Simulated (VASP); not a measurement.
# K4Ta4O11 (a cell with a defect) in VASP: single point with PBE

Aim: the single point of K4Ta4O11 (a cell with a defect) with PBE.

Everything below comes from runs of VASP 6.6.1. Logs are shortened: lines on timing, memory, paths and dates and some standing lists are left out, and cuts for length are marked.

### Step 1. The cell of the first run

The cell holds a defect, 19 atoms: a = 6.970 Å, b = 6.970 Å, c = 6.970 Å, α = 109.47°, β = 109.47°, γ = 109.47°.

### Step 2. Single point, PBE

INCAR reads:

```
SYSTEM = K4Ta4O11
PREC = Accurate
ENCUT = 520
EDIFF = 1E-7
ISMEAR = 0
SIGMA = 0.01
LREAL = Auto
LASPH = .TRUE.
NELM = 60
ALGO = Normal
ISIF = 2
LWAVE = .FALSE.
LCHARG = .FALSE.
GGA = PE
NBANDS = 88
```

KPOINTS reads:

```
Automatic mesh
0
Gamma
  2 2 2
  0.5 0.5 0.5
```

POSCAR reads:

```
K4Ta4O11
1.0
   -4.0243806734      4.0243806734      4.0243806734
    4.0243806734     -4.0243806734      4.0243806734
    4.0243806734      4.0243806734     -4.0243806734
K Ta O
4 4 11
Direct
    0.4998111359      0.4996104834      0.4998848075
    0.0000952794     -0.0001028251      0.4998852963
    0.0001252509      0.4996143227      0.0001931308
    0.5004038501     -0.0001018540      0.0001931280
    0.5001235535     -0.0002361277      0.5000603522
    0.0001190853      0.4921968564      0.4924873623
    0.0001142632      0.0073100384      0.0076108611
    0.5001121683      0.4997637522      0.0000593823
    0.5001168014      0.2497559812      0.7500432401
    0.5001011883      0.7497470176      0.2500349601
    0.0001147037      0.2497539480      0.2500419269
    0.7530951428      0.5068553904      0.2601236402
    0.2471376235     -0.0073311990      0.2399899828
    0.2471425473      0.5068326150      0.7541587349
    0.7530908446     -0.0073334413      0.7459295162
    0.7530883168      0.2597109595      0.5070268786
    0.2471434308      0.7537622547      0.5070344336
    0.2471413601      0.2397814569     -0.0069480410
    0.7530833003      0.7457427508     -0.0069388532
```

Potentials or basis: VASP PAW PBE potentials, release 64 (K_sv, Ta_pv, O).

Run with:

```
$ cat potpaw_PBE.64/K_sv/POTCAR potpaw_PBE.64/Ta_pv/POTCAR potpaw_PBE.64/O/POTCAR > POTCAR
$ mpirun -np 1 vasp_std > vasp.out
```

OUTCAR:

```text
SYSTEM = K4Ta4O11
   PREC = Accurate
   ENCUT = 520
   EDIFF = 1E-7
   ISMEAR = 0
   LREAL = Auto
   LASPH = .TRUE.
   NELM = 60
   ISIF = 2
   GGA = PE

 ion  position               nearest neighbor table
   1  0.500  0.500  0.500-  12 2.81  15 2.81  19 2.81  16 2.81  11 2.84  10 2.85   9 2.85  17 2.88
                            18 2.88  13 2.89  14 2.89   6 3.45   7 3.45   8 3.49   5 3.49   5 3.49
   2  0.000  1.000  0.500-  12 2.81  15 2.81  18 2.81  17 2.81  11 2.84  10 2.85   9 2.85  16 2.88
                            19 2.88  14 2.89  13 2.89   7 3.45   6 3.45   8 3.49   5 3.49   5 3.49
   3  0.000  0.500  0.000-  14 2.81  13 2.81  16 2.81  19 2.81  11 2.84  10 2.85   9 2.85  17 2.88
                            18 2.89  15 2.89  12 2.89   6 3.45   7 3.45   8 3.49   5 3.49   5 3.49
   4  0.500  1.000  0.000-  13 2.81  14 2.81  18 2.81  17 2.81  11 2.84  10 2.85   9 2.85  16 2.88
                            19 2.88  15 2.89  12 2.89   7 3.45   6 3.45   8 3.49   5 3.49   5 3.49
   5  0.500  1.000  0.500-   9 2.01  10 2.01  15 2.04  16 2.04  17 2.04  13 2.04   2 3.49   1 3.49
                             4 3.49   3 3.49   3 3.49   4 3.49   1 3.49   2 3.49
   6  0.000  0.492  0.492-  11 1.95  17 1.99  16 1.99  12 1.99  14 1.99   1 3.45   2 3.45   3 3.45
                             4 3.45   4 3.52   3 3.52   2 3.52   1 3.52
   7  0.000  0.007  0.008-  11 1.95  19 1.99  13 1.99  18 1.99  15 1.99   2 3.45   1 3.45   4 3.45
                             3 3.45   3 3.52   4 3.52   1 3.52   2 3.52
   8  0.500  0.500  0.000-  10 2.01   9 2.01  14 2.04  18 2.04  19 2.04  12 2.04   1 3.49   2 3.49
                             3 3.49   4 3.49   4 3.49   3 3.49   2 3.49   1 3.49
   9  0.500  0.250  0.750-   5 2.01   8 2.01   4 2.85   3 2.85   1 2.85   2 2.85
  10  0.500  0.750  0.250-   8 2.01   5 2.01   3 2.85   1 2.85   4 2.85   2 2.85
  11  0.000  0.250  0.250-   7 1.95   6 1.95   1 2.84   2 2.84   3 2.84   4 2.84
  12  0.753  0.507  0.260-   6 1.99   8 2.04   2 2.81   1 2.81   4 2.89   3 2.89
  13  0.247  0.993  0.240-   7 1.99   5 2.04   3 2.81   4 2.81   2 2.89   1 2.89
  14  0.247  0.507  0.754-   6 1.99   8 2.04   3 2.81   4 2.81   2 2.89   1 2.89
  15  0.753  0.993  0.746-   7 1.99   5 2.04   2 2.81   1 2.81   3 2.89   4 2.89
  16  0.753  0.260  0.507-   6 1.99   5 2.04   3 2.81   1 2.81   2 2.88   4 2.88
  17  0.247  0.754  0.507-   6 1.99   5 2.04   4 2.81   2 2.81   1 2.88   3 2.88
  18  0.247  0.240  0.993-   7 1.99   8 2.04   4 2.81   2 2.81   1 2.88   3 2.89
  19  0.753  0.746  0.993-   7 1.99   8 2.04   3 2.81   1 2.81   2 2.88   4 2.88

  LATTYP: Found a body centered cubic cell.
 ALAT       =     8.0487613468

  Lattice vectors:

 A1 = (  -4.0243806734,   4.0243806734,   4.0243806734)
 A2 = (   4.0243806734,  -4.0243806734,   4.0243806734)
 A3 = (   4.0243806734,   4.0243806734,  -4.0243806734)

Analysis of symmetry for initial positions (statically):
=====================================================================
 Subroutine PRICEL returns:
 Original cell was already a primitive cell.

 Routine SETGRP: Setting up the symmetry group for a
 body centered cubic supercell.

 Subroutine GETGRP returns: Found  1 space group operations
 (whereof  1 operations were pure point group operations)
 out of a pool of 48 trial point group operations.

The static configuration has the point symmetry C_1 .

Analysis of symmetry for dynamics (positions and initial velocities):
=====================================================================
 Subroutine PRICEL returns:
 Original cell was already a primitive cell.

 Routine SETGRP: Setting up the symmetry group for a
 body centered cubic supercell.

 Subroutine GETGRP returns: Found  1 space group operations
 (whereof  1 operations were pure point group operations)
 out of a pool of 48 trial point group operations.

The dynamic configuration has the point symmetry C_1 .

 Subroutine INISYM returns: Found  1 space group operations
 (whereof  1 operations are pure point group operations),
 and found     1 'primitive' translations

----------------------------------------------------------------------------------------

                                     Primitive cell

  volume of cell :     260.7097

  direct lattice vectors                    reciprocal lattice vectors
    -4.024380673  4.024380673  4.024380673     0.000000000  0.124242720  0.124242720
     4.024380673 -4.024380673  4.024380673     0.124242720  0.000000000  0.124242720
     4.024380673  4.024380673 -4.024380673     0.124242720  0.124242720  0.000000000

  length of vectors
     6.970431795  6.970431795  6.970431795     0.175705739  0.175705739  0.175705739
[... 45 lines left out ...]

 KPOINTS: Automatic mesh

Automatic generation of k-mesh.
 Grid dimensions read from file:
 generate k-points for:    2    2    2

 Generating k-lattice:

  Cartesian coordinates                     Fractional coordinates (reciprocal lattice)
     0.000000000  0.062121360  0.062121360     0.500000000  0.000000000  0.000000000
     0.062121360  0.000000000  0.062121360     0.000000000  0.500000000  0.000000000
     0.062121360  0.062121360  0.000000000     0.000000000  0.000000000  0.500000000

  Length of vectors
     0.087852870  0.087852870  0.087852870

  Shift w.r.t. Gamma in fractional coordinates (k-lattice)
     0.500000000  0.500000000  0.500000000

 Subroutine IBZKPT returns following result:
 ===========================================

 Found      4 irreducible k-points:

 Following reciprocal coordinates:
            Coordinates               Weight
  0.250000  0.250000  0.250000      2.000000
 -0.250000  0.250000  0.250000      2.000000
  0.250000 -0.250000  0.250000      2.000000
  0.250000  0.250000 -0.250000      2.000000
   k-points           NKPTS =      4   k-points in BZ     NKDIM =      4   number of bands    NBANDS=     88
   number of dos      NEDOS =    301   number of ions     NIONS =     19
   total plane-waves  NPLWV = 157464
   dimension x,y,z NGX =    54 NGY =   54 NGZ =   54
   dimension x,y,z NGXF=   108 NGYF=  108 NGZF=  108
   ions per type =               4   4  11
   NGX,Y,Z   is equivalent  to a cutoff of  12.88, 12.88, 12.88 a.u.
   NGXF,Y,Z  is equivalent  to a cutoff of  25.76, 25.76, 25.76 a.u.
 SYSTEM =  K4Ta4O11
   PREC   = accura    normal or accurate (medium, high low for compatibility)
   ISTART =      0    job   : 0-new  1-cont  2-samecut
   ICHARG =      2    charge: 1-file 2-atom 10-const
   ISPIN  =      1    spin polarized calculation?
   LNONCOLLINEAR =      F non collinear calculations
   LSORBIT =      F    spin-orbit coupling
   LASPH  =      T    aspherical Exc in radial PAW
   ENCUT  =  520.0 eV  38.22 Ry    6.18 a.u.  12.96 12.96 12.96*2*pi/ulx,y,z
   NELM   =     60;   NELMIN=  2; NELMDL= -5     # of ELM steps
   EDIFF  = 0.1E-06   stopping-criterion for ELM
   LREAL  =      T    real-space projection
   EDIFFG = 0.1E-05   stopping-criterion for IOM
   NSW    =      0    number of steps for IOM
   IBRION =     -1    ionic relax: 0-MD 1-quasi-New 2-CG
   NFREE  =      0    steps in history (QN), initial steepest desc. (CG)
   ISIF   =      2    stress and relaxation
   ISYM   =      2    0-nonsym 1-usesym 2-fastsym
   POTIM  = 0.5000    time-step for ionic-motion
   TEBEG  =    0.0;   TEEND  =   0.0 temperature during run
   PSTRESS=    0.0 pullay stress
   NELECT =     146.0000    total number of electrons
   NUPDOWN=      -1.0000    fix difference up-down
   EMIN   =  10.00;   EMAX   =-10.00  energy-range for DOS
   EFERMI =   0.00;   METHOD = LEGACY
   ISMEAR =     0;   SIGMA  =   0.01  broadening in eV -4-tet -1-fermi 0-gaus
   EFERMI_NEDOS =   21; number of points for ismear=-14 and -15
   IALGO  =     38    algorithm
   IMIX   =      4    mixing-type and parameters
     AMIX     =   0.40;   BMIX     =  1.00
     AMIX_MAG =   1.60;   BMIX_MAG =  1.00
  volume/ion in A,a.u.               =      13.72        92.60
  Fermi-wavevector in a.u.,A,eV,Ry     =   1.349398  2.549992 24.774508  1.820875
  Thomas-Fermi vector in A             =   2.476988
   LORBIT       =      0    0 simple, 1 ext, 2 COOP (PROOUT), +10 PAW based schemes
   GGA     = PE    functional components
   LHFCALC =     F    Hartree Fock is set to
   AEXX    =    0.0000 exact exchange contribution
   IVDW    =     0    specifies the selected vdW correction
   LEPSILON=     F    determine dielectric tensor
   LRPA    =     F    only Hartree local field effects (RPA)
 non-spin polarized calculation
 Gauss-broadening in eV      SIGMA  =   0.01
  energy-cutoff  :      520.00
  volume of cell :      260.71
 maximum number of plane-waves:      7015
 NGX is ok and might be reduce to    54
   NGX = 25   NGY = 25   NGZ = 25

 number of electron     145.9999994 magnetization

 Free energy of the ion-electron system (eV)
  ---------------------------------------------------
  ext. energy  EPLUGINS =         0.00000000
  ---------------------------------------------------
  free energy    TOTEN  =      -153.26328859 eV

  energy without entropy =     -153.26046755  energy(sigma->0) =     -153.26187807

 E-fermi :   3.9505     XC(G=0): -10.5691

 val. band max:        3.9503453747   @ k =   0.2500  -0.2500   0.2500
 cond. band min:       3.9506704036   @ k =   0.2500   0.2500  -0.2500
 fundamental gap:      0.0003250289
 Fermi energy:         3.9505084027

 k-point     1 :       0.2500    0.2500    0.2500
  band No.  band energies     occupation
      1     -32.5408      2.00000
      2     -32.4813      2.00000
      3     -32.4812      2.00000
      4     -32.4787      2.00000
      5     -32.4268      2.00000
      6     -32.4268      2.00000
[... 341 lines left out ...]
     84       7.1103      0.00000
     85       7.5837      0.00000
 [bands above 85 left out]

------------------------ aborting loop because EDIFF is reached ----------------------------------------

  FORCE on cell =-STRESS in cart. coord.  units (eV):
  Direction    XX          YY          ZZ          XY          YZ          ZX
  --------------------------------------------------------------------------------------
  -------------------------------------------------------------------------------------
  Total        3.3615737      0.5653639      0.5971897      0.0021340      0.0014240     -0.0004707
  in kB       20.6583706      3.4744136      3.6699970      0.0131142      0.0087509     -0.0028926
  external PRESSURE =       9.2675937 kB  Pullay stress =       0.0000000 kB

 VOLUME and BASIS-vectors are now :
 -----------------------------------------------------------------------------
  energy-cutoff  :      520.00
  volume of cell :      260.71
      direct lattice vectors                 reciprocal lattice vectors
    -4.024380673  4.024380673  4.024380673     0.000000000  0.124242720  0.124242720
     4.024380673 -4.024380673  4.024380673     0.124242720  0.000000000  0.124242720
     4.024380673  4.024380673 -4.024380673     0.124242720  0.124242720  0.000000000

 POSITION                                       TOTAL-FORCE (eV/Angst)
 -----------------------------------------------------------------------------------
      2.01092      2.01253      2.01033        -0.000421      0.000386      0.000122
      6.03531     -2.01185      2.01262        -0.001559      0.001201      0.000230
      2.01091     -2.00936      2.01037         0.000546     -0.002084      0.002030
      2.01093     -2.00938      6.03701         0.001991     -0.002570     -0.000876
      4.02318      0.00169      4.02368        -0.002485      0.000561     -0.000486
      3.96226      0.00165     -0.00069         0.074844     -0.002313      0.000783
[... 11 lines left out ...]
      3.96680      4.02604     -2.03686         0.001365      0.000298      0.016148
      3.96691      4.02600      2.03539         0.001206     -0.000123     -0.015569
 -----------------------------------------------------------------------------------
    total drift:                               -0.015848      0.019169     -0.010048

  FREE ENERGIE OF THE ION-ELECTRON SYSTEM (eV)
  ---------------------------------------------------
  free  energy   TOTEN  =      -153.2632885943 eV

  energy  without entropy=     -153.2604675542  energy(sigma->0) =     -153.26187807
```

Wall time 4.1 min (1 thread of Intel Xeon Platinum 8259CL at 2.50GHz (Skylake/Cascade Lake), shared host); peak memory 0.41 GiB.

What came out:

```yaml
Free_energy: -153.2633 eV
Pressure: 0.9 GPa
Largest_force: 0.075 eV/Å
Band_gap_on_the_k_mesh: zero (band 73 reaches 4.30 eV, above the bottom of band 74 at 3.95 eV)
```

Forces in eV/Å, atoms in the order of the input:
```
K    0.000  0.000  0.000
K   -0.002  0.001  0.000
K    0.001 -0.002  0.002
K    0.002 -0.003 -0.001
Ta  -0.002  0.001  0.000
Ta   0.075 -0.002  0.001
Ta  -0.074 -0.002  0.001
Ta   0.000  0.001 -0.001
O   -0.003  0.002 -0.001
O   -0.002  0.002 -0.001
O   -0.002  0.002 -0.001
O   -0.001 -0.015  0.000
O    0.002  0.015  0.000
O   -0.001  0.015  0.001
O    0.002 -0.015  0.000
O    0.001  0.000 -0.016
O    0.001  0.000  0.016
O    0.001  0.000  0.016
O    0.001  0.000 -0.016
```

Caveat: the k points lie up to 0.55 Å⁻¹ apart; spin-orbit coupling is left out, which moves the levels of the heavy elements.
